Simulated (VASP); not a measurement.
# VRuO3 (R-3c) in VASP: single point with PBE+U

Aim: the single point of VRuO3 with PBE+U.

All numbers are computed with VASP 6.6.1; they aren't measurements. Logs are shortened: lines on timing, memory, paths and dates and some standing lists are left out, and cuts for length are marked.

## 1. The cell of the first run

The structure is trigonal, space group R-3c (No. 167). Conventional cell: a = 4.949 Å, b = 4.949 Å, c = 12.518 Å, α = 90.00°, β = 90.00°, γ = 120.00°. O (site symmetry 2) has 2 V at 1.82 Å and 1 Ru at 2.05 Å within 2.4 Å. V (site symmetry -3) has 6 O at 1.82 Å within 2.4 Å. Within 2.7 Å of Ru (site symmetry 32) lie 9 O at 2.05 to 2.56 Å.

## 2. Single point, PBE+U, collinear spin, ferrimagnetic start

INCAR reads:

```
ALGO = Normal
EDIFF = 1E-6
ENCUT = 520
GGA = PE
ISIF = 2
ISMEAR = 1
ISPIN = 2
LASPH = T
LCHARG = F
LDAU = T
LDAUJ = 0 0 0
LDAUL = -1 2 -1
LDAUPRINT = 1
LDAUTYPE = 2
LDAUU = 0 6.47 0
LMAXMIX = 4
LORBIT = 11
LREAL = F
LWAVE = F
MAGMOM = 0 0 0 0 0 0 2 2 2 -2
NBANDS = 60
NELM = 150
PREC = Accurate
SIGMA = 0.0194
```

KPOINTS reads:

```
k-points
0
Gamma
  5 5 5
```

POSCAR reads:

```
VRuO3
1.0
    2.4743382700      4.2856776000      0.0000000000
   -2.4743382700      4.2856776000      0.0000000000
   -2.4743382700      1.4285562100      4.1725909100
O V Ru
6 2 2
Direct
    0.6650000000      0.0850000000      0.7500000000
    0.2500000000      0.9150000000      0.7500000000
    0.8350000000      0.5000000000      0.7500000000
    0.7500000000      0.0850000000      0.2500000000
    0.3350000000      0.9150000000      0.2500000000
    0.1650000000      0.5000000000      0.2500000000
    0.0000000000      0.0000000000      0.0000000000
    0.5000000000      0.0000000000      0.5000000000
    0.2500000000      0.5000000000      0.7500000000
    0.7500000000      0.5000000000      0.2500000000
```

Potentials or basis: VASP PAW PBE potentials, release 64 (O, V_sv, Ru_pv).

Started as:

```sh
> cat potpaw_PBE.64/O/POTCAR potpaw_PBE.64/V_sv/POTCAR potpaw_PBE.64/Ru_pv/POTCAR > POTCAR
> mpirun -np 1 vasp_std > vasp.out
```

OUTCAR:

```text
EDIFF = 1E-6
   ENCUT = 520
   GGA = PE
   ISIF = 2
   ISMEAR = 1
   ISPIN = 2
   LASPH = T
   LORBIT = 11
   LREAL = F
   NELM = 150
   PREC = Accurate

 ion  position               nearest neighbor table
   1  0.665  0.085  0.750-   7 1.82   8 1.82   9 2.05  10 2.56  10 2.56
   2  0.250  0.915  0.750-   7 1.82   8 1.82   9 2.05  10 2.56  10 2.56
   3  0.835  0.500  0.750-   8 1.82   7 1.82   9 2.05  10 2.56  10 2.56
   4  0.750  0.085  0.250-   7 1.82   8 1.82  10 2.05   9 2.56   9 2.56
   5  0.335  0.915  0.250-   7 1.82   8 1.82  10 2.05   9 2.56   9 2.56
   6  0.165  0.500  0.250-   8 1.82   7 1.82  10 2.05   9 2.56   9 2.56
   7  0.000  0.000  0.000-   1 1.82   5 1.82   4 1.82   2 1.82   3 1.82   6 1.82  10 3.04   9 3.04
                             9 3.04  10 3.04  10 3.04   9 3.04  10 3.13   9 3.13
   8  0.500  0.000  0.500-   1 1.82   5 1.82   6 1.82   3 1.82   4 1.82   2 1.82   9 3.04  10 3.04
                            10 3.04   9 3.04  10 3.04   9 3.04   9 3.13  10 3.13
   9  0.250  0.500  0.750-   2 2.05   3 2.05   1 2.05   4 2.56   6 2.56   6 2.56   4 2.56   5 2.56
                             5 2.56   7 3.04   8 3.04   7 3.04   8 3.04   7 3.04   8 3.04   8 3.13
  10  0.750  0.500  0.250-   4 2.05   6 2.05   5 2.05   3 2.56   2 2.56   2 2.56   3 2.56   1 2.56
                             1 2.56   7 3.04   8 3.04   8 3.04   7 3.04   7 3.04   8 3.04   7 3.13

  LATTYP: Found a trigonal (rhomboedric) cell.
 ALAT       =     5.0570384240
 COS(alpha) =     0.5211983555

  Lattice vectors:

 A1 = (   2.4743382700,   1.4285562100,   4.1725909100)
 A2 = (  -2.4743382700,   1.4285562100,   4.1725909100)
 A3 = (   0.0000000000,  -2.8571213900,   4.1725909100)

Analysis of symmetry for initial positions (statically):
=====================================================================
 Subroutine PRICEL returns:
 Original cell was already a primitive cell.

 Routine SETGRP: Setting up the symmetry group for a
 trigonal (rhombohedral) supercell.

 Subroutine GETGRP returns: Found 12 space group operations
 (whereof  6 operations were pure point group operations)
 out of a pool of 12 trial point group operations.

The static configuration has the point symmetry S_6 .
 The point group associated with its full space group is D_3d.

Analysis of symmetry for dynamics (positions and initial velocities):
=====================================================================
 Subroutine PRICEL returns:
 Original cell was already a primitive cell.

 Routine SETGRP: Setting up the symmetry group for a
 trigonal (rhombohedral) supercell.

 Subroutine GETGRP returns: Found 12 space group operations
 (whereof  6 operations were pure point group operations)
 out of a pool of 12 trial point group operations.

The dynamic configuration has the point symmetry S_6 .
 The point group associated with its full space group is D_3d.

Analysis of structural, dynamic, and magnetic symmetry:
=====================================================================
 Subroutine PRICEL returns:
 Original cell was already a primitive cell.

 Routine SETGRP: Setting up the symmetry group for a
 trigonal (rhombohedral) supercell.

 Subroutine GETGRP returns: Found  6 space group operations
 (whereof  3 operations were pure point group operations)
 out of a pool of 12 trial point group operations.

The overall configuration has the point symmetry C_3 .
 The point group associated with its full space group is D_3 .

 Subroutine INISYM returns: Found  6 space group operations
 (whereof  3 operations are pure point group operations),
 and found     1 'primitive' translations

----------------------------------------------------------------------------------------

                                     Primitive cell

  volume of cell :      88.4941

  direct lattice vectors                    reciprocal lattice vectors
[... 177 lines left out ...]
 onsite density matrix

spin component  1

  0.3037 -0.0073 -0.0000 -0.0511 -0.0000
 -0.0073  0.3257 -0.0000 -0.0000 -0.0511
 -0.0000 -0.0000  0.2912 -0.0000 -0.0000
 -0.0511 -0.0000 -0.0000  0.3257  0.0073
 -0.0000 -0.0511 -0.0000  0.0073  0.3037

spin component  2

  0.3052 -0.0065 -0.0000 -0.0510 -0.0000
 -0.0065  0.3264 -0.0000 -0.0000 -0.0510
 -0.0000 -0.0000  0.3000 -0.0000 -0.0000
 -0.0510 -0.0000 -0.0000  0.3264  0.0065
 -0.0000 -0.0510 -0.0000  0.0065  0.3052

 occupancies and eigenvectors

  o =  0.2619  v = -0.7763 -0.0606 -0.0000 -0.6264  0.0356  0.0000  0.0000  0.0000  0.0000  0.0000      0.0000  0.0000  0.0000  0.0000  0.0000  0.0000  0.0000  0.0000  0.0000  0.0000
  o =  0.2619  v =  0.0356  0.6264  0.0000 -0.0606  0.7763  0.0000  0.0000  0.0000  0.0000  0.0000      0.0000  0.0000  0.0000  0.0000  0.0000  0.0000  0.0000  0.0000  0.0000  0.0000
  o =  0.2633  v =  0.0000  0.0000  0.0000  0.0000  0.0000 -0.7747 -0.0542 -0.0000 -0.6292  0.0315      0.0000  0.0000  0.0000  0.0000  0.0000  0.0000  0.0000  0.0000  0.0000  0.0000
  o =  0.2633  v =  0.0000  0.0000  0.0000  0.0000  0.0000  0.0315  0.6292  0.0000 -0.0542  0.7747      0.0000  0.0000  0.0000  0.0000  0.0000  0.0000  0.0000  0.0000  0.0000  0.0000
  o =  0.2912  v = -0.0000 -0.0000  1.0000  0.0000 -0.0000  0.0000  0.0000  0.0000  0.0000  0.0000      0.0000  0.0000  0.0000  0.0000  0.0000  0.0000  0.0000  0.0000  0.0000  0.0000
  o =  0.3000  v =  0.0000  0.0000  0.0000  0.0000  0.0000 -0.0000 -0.0000  1.0000  0.0000 -0.0000      0.0000  0.0000  0.0000  0.0000  0.0000  0.0000  0.0000  0.0000  0.0000  0.0000
  o =  0.3675  v =  0.0575 -0.7761 -0.0000  0.0394  0.6267  0.0000  0.0000  0.0000  0.0000  0.0000      0.0000  0.0000  0.0000  0.0000  0.0000  0.0000  0.0000  0.0000  0.0000  0.0000
  o =  0.3675  v = -0.6267  0.0394 -0.0000  0.7761  0.0575  0.0000  0.0000  0.0000  0.0000  0.0000      0.0000  0.0000  0.0000  0.0000  0.0000  0.0000  0.0000  0.0000  0.0000  0.0000
  o =  0.3682  v =  0.0000  0.0000  0.0000  0.0000  0.0000  0.0513 -0.7745 -0.0000  0.0351  0.6295      0.0000  0.0000  0.0000  0.0000  0.0000  0.0000  0.0000  0.0000  0.0000  0.0000
  o =  0.3682  v =  0.0000  0.0000  0.0000  0.0000  0.0000 -0.6295  0.0351 -0.0000  0.7745  0.0513      0.0000  0.0000  0.0000  0.0000  0.0000  0.0000  0.0000  0.0000  0.0000  0.0000

 number of electron      89.9999998 magnetization       0.0087482

 Free energy of the ion-electron system (eV)
  ---------------------------------------------------
  ext. energy  EPLUGINS =         0.00000000
  ---------------------------------------------------
  free energy    TOTEN  =       -60.48671720 eV

  energy without entropy =      -60.48691522  energy(sigma->0) =      -60.48678321

 E-fermi :  10.8557     XC(G=0): -13.2959

 val. band max:       10.8527189061   @ k =  -0.4000   0.0000   0.2000
 cond. band min:      10.9037029639   @ k =   0.4000   0.2000   0.0000
 fundamental gap:      0.0509840577
 Fermi energy:        10.8556640620

 spin component 1

 k-point     1 :       0.0000    0.0000    0.0000
  band No.  band energies     occupation
      1     -56.1389      1.00000
      2     -56.1307      1.00000
      3     -33.1497      1.00000
      4     -33.1496      1.00000
      5     -32.8660      1.00000
      6     -31.1568      1.00000
[... 1129 lines left out ...]
     56      14.5032      0.00000
     57      15.7048      0.00000
 Fermi energy:        10.8556640620

 spin component 2

 k-point     1 :       0.0000    0.0000    0.0000
  band No.  band energies     occupation
      1     -56.1527      1.00000
      2     -56.1446      1.00000
      3     -33.1374      1.00000
      4     -33.1374      1.00000
      5     -32.8519      1.00000
      6     -31.1515      1.00000
[... 1129 lines left out ...]
     56      14.4963      0.00000
     57      15.6996      0.00000
 [bands above 57 left out]

------------------------ aborting loop because EDIFF is reached ----------------------------------------

  FORCE on cell =-STRESS in cart. coord.  units (eV):
  Direction    XX          YY          ZZ          XY          YZ          ZX
  --------------------------------------------------------------------------------------
  -------------------------------------------------------------------------------------
  Total       37.6838312     37.6837961     33.6847061      0.0000000     -0.0000241     -0.0000000
  in kB      682.2621205    682.2614841    609.8583469      0.0000000     -0.0004370     -0.0000000
  external PRESSURE =     658.1273172 kB  Pullay stress =       0.0000000 kB

 VOLUME and BASIS-vectors are now :
 -----------------------------------------------------------------------------
  energy-cutoff  :      520.00
  volume of cell :       88.49
      direct lattice vectors                 reciprocal lattice vectors
     2.474338270  4.285677600  0.000000000     0.202074230  0.116667665  0.079886500
    -2.474338270  4.285677600  0.000000000    -0.202074230  0.116667665 -0.159772748
    -2.474338270  1.428556210  4.172590910     0.000000000  0.000000000  0.239659248

 POSITION                                       TOTAL-FORCE (eV/Angst)
 -----------------------------------------------------------------------------------
     -0.42064      4.28568      3.12944        -0.721743      0.000000      0.000000
     -3.50119      6.06423      3.12944         0.360871     -0.625047      0.000000
     -1.02685      6.79280      3.12944         0.360871      0.625047      0.000000
      1.02685      3.93568      1.04315        -0.359675      0.622975      0.000000
     -2.05370      5.71424      1.04315         0.719350      0.000000      0.000000
     -1.44749      3.20711      1.04315        -0.359675     -0.622975      0.000000
      0.00000      0.00000      0.00000        -0.000000     -0.000000      0.012855
      0.00000      2.85712      2.08630        -0.000000      0.000000     -0.012855
     -2.47434      4.28568      3.12944        -0.000000      0.000000      0.000000
     -0.00000      5.71424      1.04315        -0.000000     -0.000000      0.000000
 -----------------------------------------------------------------------------------
    total drift:                                0.000002      0.000000      0.000000

  FREE ENERGIE OF THE ION-ELECTRON SYSTEM (eV)
  ---------------------------------------------------
  free  energy   TOTEN  =       -60.4867172011 eV

  energy  without entropy=      -60.4869152153  energy(sigma->0) =      -60.48678321

 total charge

# of ion       s       p       d       tot
------------------------------------------
    1        1.588   3.541   0.000   5.129
    2        1.588   3.541   0.000   5.129
    3        1.588   3.541   0.000   5.129
    4        1.588   3.541   0.000   5.129
    5        1.588   3.541   0.000   5.129
    6        1.588   3.541   0.000   5.129
    7        2.362   6.504   3.079  11.945
    8        2.362   6.504   3.079  11.945
    9        0.224   6.174   6.005  12.403
   10        0.224   6.174   6.003  12.401
--------------------------------------------------
tot         14.700  46.602  18.165  79.467

 magnetization (x)

# of ion       s       p       d       tot
------------------------------------------
    1        0.001  -0.016   0.000  -0.014
    2        0.001  -0.016   0.000  -0.014
    3        0.001  -0.016   0.000  -0.014
    4       -0.001   0.019   0.000   0.017
    5       -0.001   0.019   0.000   0.017
    6       -0.001   0.019   0.000   0.017
    7       -0.000  -0.000  -0.025  -0.026
    8       -0.000  -0.000  -0.025  -0.026
    9        0.029   0.030   2.508   2.567
   10       -0.029  -0.030  -2.494  -2.553
--------------------------------------------------
tot          0.000   0.009  -0.037  -0.028
```

Run time: 54 min. Hardware: 1 thread of AMD EPYC 7R13, shared host; peak memory 0.36 GiB.

Results:

| Quantity | Value |
| --- | --- |
| Free energy | -60.4867 eV |
| Pressure | 65.8 GPa |
| Largest force | 0.722 eV/Å |
| Band gap on the k mesh | zero (filled and empty bands overlap) |
| Net moment | 0.01 μB per cell |
| Site moments | O -0.01, +0.02 (each value once); V -0.03; Ru +2.57, -2.55 μB |
| Valence electrons inside the program's atomic spheres | O 5.13; V 11.95; Ru 12.40 |

Forces on the atoms (eV/Å):
```
O   -0.722  0.000  0.000
O    0.361 -0.625  0.000
O    0.361  0.625  0.000
O   -0.360  0.623  0.000
O    0.719  0.000  0.000
O   -0.360 -0.623  0.000
V    0.000  0.000  0.013
V    0.000  0.000 -0.013
Ru   0.000  0.000  0.000
Ru   0.000  0.000  0.000
```

Eigenvalues of the final occupation matrices:
| site | spin | trace | eigenvalues |
| --- | --- | --- | --- |
| site 7 d | 1 | 1.55 | 0.26 0.26 0.29 0.37 0.37 |
| site 7 d | 2 | 1.56 | 0.26 0.26 0.30 0.37 0.37 |
| site 8 d | 1 | 1.55 | 0.26 0.26 0.29 0.37 0.37 |
| site 8 d | 2 | 1.56 | 0.26 0.26 0.30 0.37 0.37 |

Caveat: the cell stands under pressure. The state reached can hang on the start; a lower one may exist.
